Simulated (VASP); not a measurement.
# InSb (I-4m2) in VASP: single point with PBEsol

Aim: the single point of InSb with PBEsol.

Everything below comes from runs of VASP 6.6.1. Logs are shortened: lines on timing, memory, paths and dates and some standing lists are left out, and cuts for length are marked.

## 1. The cell of the first run

It takes space group I-4m2 (No. 119, tetragonal). The conventional cell has a = 4.241 Å, b = 4.241 Å, c = 6.259 Å, α = 90.00°, β = 90.00°, γ = 90.00°. Within 3.5 Å of In (site symmetry -4m2) lie 4 Sb at 2.64 Å. Sb (site symmetry -4m2) has 4 In at 2.64 Å within 3.5 Å.

## 2. Single point, PBEsol (strain -0.080 along x and y, -0.040 along z)

File INCAR:

```
SYSTEM = InSb
ALGO = Normal
EDIFF = 1E-7
ENCUT = 520
GGA = PS
ISIF = 2
ISMEAR = 0
LASPH = .True.
LCHARG = .True.
LELF = .True.
LREAL = .False.
LVHAR = .True.
LWAVE = .False.
NBANDS = 16
NELM = 80
PREC = Accurate
SIGMA = 0.15
```

File KPOINTS:

```
k-points
0
Gamma
  16 16 16
  0 0 0
```

File POSCAR:

```
InSb
1.0
    0.0000000000      2.9991347352      3.1295318976
    2.9991347352      0.0000000000      3.1295318976
    2.9991347352      2.9991347352      0.0000000000
In Sb
1 1
Direct
    0.0000000000      0.0000000000      0.0000000000
    0.7500000000      0.7500000000      0.7500000000
```

Potentials or basis: VASP PAW PBE potentials, release 64 (In_d, Sb).

Launch:

```bash
cat potpaw_PBE.64/In_d/POTCAR potpaw_PBE.64/Sb/POTCAR > POTCAR
mpirun -np 1 vasp_std > vasp.out
```

OUTCAR:

```text
SYSTEM = InSb
   EDIFF = 1E-7
   ENCUT = 520
   GGA = PS
   ISIF = 2
   ISMEAR = 0
   LASPH = .True.
   LREAL = .False.
   NELM = 80
   PREC = Accurate

 ion  position               nearest neighbor table
   1  0.000  0.000  0.000-   2 2.64   2 2.64   2 2.64   2 2.64
   2  0.750  0.750  0.750-   1 2.64   1 2.64   1 2.64   1 2.64

  LATTYP: Found a body centered tetragonal cell.
 ALAT       =     4.2414170179
 C/A-ratio  =     1.4757011086

  Lattice vectors:

 A1 = (  -2.9991347352,   0.0000000000,   3.1295318976)
 A2 = (   2.9991347352,   0.0000000000,   3.1295318976)
 A3 = (   0.0000000000,   2.9991347352,  -3.1295318976)

Analysis of symmetry for initial positions (statically):
=====================================================================
 Subroutine PRICEL returns:
 Original cell was already a primitive cell.

 Routine SETGRP: Setting up the symmetry group for a
 body centered tetragonal supercell.

 Subroutine GETGRP returns: Found  8 space group operations
 (whereof  8 operations were pure point group operations)
 out of a pool of 16 trial point group operations.

The static configuration has the point symmetry D_2d.

Analysis of symmetry for dynamics (positions and initial velocities):
=====================================================================
 Subroutine PRICEL returns:
 Original cell was already a primitive cell.

 Routine SETGRP: Setting up the symmetry group for a
 body centered tetragonal supercell.

 Subroutine GETGRP returns: Found  8 space group operations
 (whereof  8 operations were pure point group operations)
 out of a pool of 16 trial point group operations.

The dynamic configuration has the point symmetry D_2d.

 Subroutine INISYM returns: Found  8 space group operations
 (whereof  8 operations are pure point group operations),
 and found     1 'primitive' translations

----------------------------------------------------------------------------------------

                                     Primitive cell

  volume of cell :      56.2991

  direct lattice vectors                    reciprocal lattice vectors
     0.000000000  2.999134735  3.129531898    -0.166714751  0.166714751  0.159768303
     2.999134735  0.000000000  3.129531898     0.166714751 -0.166714751  0.159768303
     2.999134735  2.999134735  0.000000000     0.166714751  0.166714751 -0.159768303

  length of vectors
     4.334602526  4.334602526  4.241417018     0.284804366  0.284804366  0.284804366

  position of ions in fractional coordinates (direct lattice)
     0.000000000  0.000000000  0.000000000
     0.750000000  0.750000000  0.750000000

  ion indices of the primitive-cell ions
   primitive index   ion index
                 1           1
                 2           2

----------------------------------------------------------------------------------------

 KPOINTS: k-points

Automatic generation of k-mesh.
 Grid dimensions read from file:
 generate k-points for:   16   16   16

 Generating k-lattice:

  Cartesian coordinates                     Fractional coordinates (reciprocal lattice)
    -0.010419672  0.010419672  0.009985519     0.062500000  0.000000000  0.000000000
     0.010419672 -0.010419672  0.009985519     0.000000000  0.062500000  0.000000000
     0.010419672  0.010419672 -0.009985519     0.000000000  0.000000000  0.062500000

  Length of vectors
     0.017800273  0.017800273  0.017800273

  Shift w.r.t. Gamma in fractional coordinates (k-lattice)
     0.000000000  0.000000000  0.000000000

 Subroutine IBZKPT returns following result:
 ===========================================

 Found    349 irreducible k-points:

 Following reciprocal coordinates:
            Coordinates               Weight
  0.000000  0.000000  0.000000      1.000000
  0.062500  0.000000  0.000000      8.000000
  0.125000  0.000000  0.000000      8.000000
  0.187500 -0.000000  0.000000      8.000000
  0.250000  0.000000  0.000000      8.000000
  0.312500  0.000000  0.000000      8.000000
[... 16 lines left out ...]
 -0.125000  0.062500  0.000000      8.000000
 -0.062500  0.062500  0.000000      4.000000
 [... further k-points ...]
   k-points           NKPTS =    349   k-points in BZ     NKDIM =    349   number of bands    NBANDS=     16
   number of dos      NEDOS =    301   number of ions     NIONS =      2
   total plane-waves  NPLWV =  32768
   dimension x,y,z NGX =    32 NGY =   32 NGZ =   32
   dimension x,y,z NGXF=    64 NGYF=   64 NGZF=   64
   ions per type =               1   1
   NGX,Y,Z   is equivalent  to a cutoff of  12.27, 12.27, 12.54 a.u.
   NGXF,Y,Z  is equivalent  to a cutoff of  24.55, 24.55, 25.09 a.u.
 SYSTEM =  InSb
   PREC   = accura    normal or accurate (medium, high low for compatibility)
   ISTART =      0    job   : 0-new  1-cont  2-samecut
   ICHARG =      2    charge: 1-file 2-atom 10-const
   ISPIN  =      1    spin polarized calculation?
   LNONCOLLINEAR =      F non collinear calculations
   LSORBIT =      F    spin-orbit coupling
   LASPH  =      T    aspherical Exc in radial PAW
   ENCUT  =  520.0 eV  38.22 Ry    6.18 a.u.   8.06  8.06  7.89*2*pi/ulx,y,z
   NELM   =     80;   NELMIN=  2; NELMDL= -5     # of ELM steps
   EDIFF  = 0.1E-06   stopping-criterion for ELM
   LREAL  =      F    real-space projection
   EDIFFG = 0.1E-05   stopping-criterion for IOM
   NSW    =      0    number of steps for IOM
   IBRION =     -1    ionic relax: 0-MD 1-quasi-New 2-CG
   NFREE  =      0    steps in history (QN), initial steepest desc. (CG)
   ISIF   =      2    stress and relaxation
   ISYM   =      2    0-nonsym 1-usesym 2-fastsym
   POTIM  = 0.5000    time-step for ionic-motion
   TEBEG  =    0.0;   TEEND  =   0.0 temperature during run
   PSTRESS=    0.0 pullay stress
   NELECT =      18.0000    total number of electrons
   NUPDOWN=      -1.0000    fix difference up-down
   EMIN   =  10.00;   EMAX   =-10.00  energy-range for DOS
   EFERMI =   0.00;   METHOD = LEGACY
   ISMEAR =     0;   SIGMA  =   0.15  broadening in eV -4-tet -1-fermi 0-gaus
   EFERMI_NEDOS =   21; number of points for ismear=-14 and -15
   IALGO  =     38    algorithm
   IMIX   =      4    mixing-type and parameters
     AMIX     =   0.40;   BMIX     =  1.00
     AMIX_MAG =   1.60;   BMIX_MAG =  1.00
  volume/ion in A,a.u.               =      28.15       189.96
  Fermi-wavevector in a.u.,A,eV,Ry     =   1.119434  2.115424 17.049907  1.253133
  Thomas-Fermi vector in A             =   2.256073
   LORBIT       =      0    0 simple, 1 ext, 2 COOP (PROOUT), +10 PAW based schemes
   GGA     = PS    functional components
   LHFCALC =     F    Hartree Fock is set to
   AEXX    =    0.0000 exact exchange contribution
   IVDW    =     0    specifies the selected vdW correction
   LEPSILON=     F    determine dielectric tensor
   LRPA    =     F    only Hartree local field effects (RPA)
 non-spin polarized calculation
 Gauss-broadening in eV      SIGMA  =   0.15
  energy-cutoff  :      520.00
  volume of cell :       56.30
 maximum number of plane-waves:      1531
   NGX = 17   NGY = 17   NGZ = 15

 number of electron      17.9999993 magnetization

 Free energy of the ion-electron system (eV)
  ---------------------------------------------------
  ext. energy  EPLUGINS =         0.00000000
  ---------------------------------------------------
  free energy    TOTEN  =        -7.20877174 eV

  energy without entropy =       -7.20876862  energy(sigma->0) =       -7.20877018

 E-fermi :   7.5847     XC(G=0):  -9.7012

 val. band max:        7.2916873561   @ k =   0.0000   0.0000   0.0000
 cond. band min:       7.9056070007   @ k =   0.4375   0.0000   0.4375
 fundamental gap:      0.6139196446
 Fermi energy:         7.5847223662

 k-point     1 :       0.0000    0.0000    0.0000
  band No.  band energies     occupation
      1      -7.9133      2.00000
      2      -7.9052      2.00000
      3      -7.9052      2.00000
      4      -7.7555      2.00000
      5      -7.7514      2.00000
      6      -4.9345      2.00000
[... 8 lines left out ...]
     15      15.4021      0.00000
     16      15.4356      0.00000

 k-point     2 :       0.0625    0.0000    0.0000
  band No.  band energies     occupation
      1      -7.9145      2.00000
      2      -7.9066      2.00000
      3      -7.9036      2.00000
      4      -7.7555      2.00000
      5      -7.7517      2.00000
      6      -4.8874      2.00000
[... 8 lines left out ...]
     15      14.8407      0.00000
     16      15.5282      0.00000

 k-point     3 :       0.1250    0.0000    0.0000
  band No.  band energies     occupation
      1      -7.9249      2.00000
      2      -7.9037      2.00000
      3      -7.8989      2.00000
      4      -7.7556      2.00000
      5      -7.7526      2.00000
      6      -4.7477      2.00000
[... 8 lines left out ...]
     15      14.4711      0.00000
     16      14.9881      0.00000

 k-point     4 :       0.1875   -0.0000    0.0000
  band No.  band energies     occupation
      1      -7.9424      2.00000
      2      -7.8972      2.00000
      3      -7.8922      2.00000
      4      -7.7552      2.00000
      5      -7.7537      2.00000
      6      -4.5205      2.00000
[... 8 lines left out ...]
     15      14.4732      0.00000
     16      14.6691      0.00000
[... 324 lines left out ...]
 k-point    22 :      -0.1875    0.0625    0.0000
  band No.  band energies     occupation
      1      -7.9529      2.00000
      2      -7.8914      2.00000
      3      -7.8901      2.00000
      4      -7.7564      2.00000
      5      -7.7536      2.00000
      6      -4.3787      2.00000
[... 8 lines left out ...]
     15      14.2112      0.00000
     16      15.0205      0.00000

 k-point    23 :      -0.1250    0.0625    0.0000
  band No.  band energies     occupation
      1      -7.9336      2.00000
      2      -7.8993      2.00000
      3      -7.8969      2.00000
      4      -7.7549      2.00000
      5      -7.7545      2.00000
      6      -4.6345      2.00000
[... 8 lines left out ...]
     15      14.4365      0.00000
     16      14.8928      0.00000

 k-point    24 :      -0.0625    0.0625    0.0000
  band No.  band energies     occupation
      1      -7.9182      2.00000
      2      -7.9066      2.00000
      3      -7.9017      2.00000
      4      -7.7550      2.00000
      5      -7.7531      2.00000
      6      -4.8063      2.00000
[... 8 lines left out ...]
     15      14.8942      0.00000
     16      15.1125      0.00000

 [... further k-points ...]
[... 5 lines left out ...]
  --------------------------------------------------------------------------------------
  -------------------------------------------------------------------------------------
  Total        5.2272679      5.2272679      4.8893636      0.0000000      0.0000000      0.0000000
  in kB      148.7592606    148.7592606    139.1430706      0.0000000      0.0000000      0.0000000
  external PRESSURE =     145.5538639 kB  Pullay stress =       0.0000000 kB

 VOLUME and BASIS-vectors are now :
 -----------------------------------------------------------------------------
  energy-cutoff  :      520.00
  volume of cell :       56.30
      direct lattice vectors                 reciprocal lattice vectors
     0.000000000  2.999134735  3.129531898    -0.166714751  0.166714751  0.159768303
     2.999134735  0.000000000  3.129531898     0.166714751 -0.166714751  0.159768303
     2.999134735  2.999134735  0.000000000     0.166714751  0.166714751 -0.159768303

 POSITION                                       TOTAL-FORCE (eV/Angst)
 -----------------------------------------------------------------------------------
      0.00000      0.00000      0.00000        -0.000000     -0.000000      0.000000
      4.49870      4.49870      4.69430         0.000000      0.000000     -0.000000
 -----------------------------------------------------------------------------------
    total drift:                               -0.000000     -0.000000      0.000001

  FREE ENERGIE OF THE ION-ELECTRON SYSTEM (eV)
  ---------------------------------------------------
  free  energy   TOTEN  =        -7.2087717352 eV

  energy  without entropy=       -7.2087686189  energy(sigma->0) =       -7.20877018
```

Run time: 2 min. Hardware: 1 thread of Intel Xeon 6975P-C (Granite Rapids), shared host; peak memory 0.44 GiB.

Results:

* Free energy: -7.2088 eV
* Pressure: 14.6 GPa
* Band gap on the k mesh: 0.61 eV (least direct gap 0.76 eV)

Caveat: the cell differs from its parent crystal (strain -0.080 along x and y, -0.040 along z); the cell stands under pressure; semilocal functionals underestimate gaps, and a narrow one can read as zero; the PAW data sets were made with another functional, which shifts forces and pressure a little; spin-orbit coupling is left out, which moves the levels of the heavy elements.
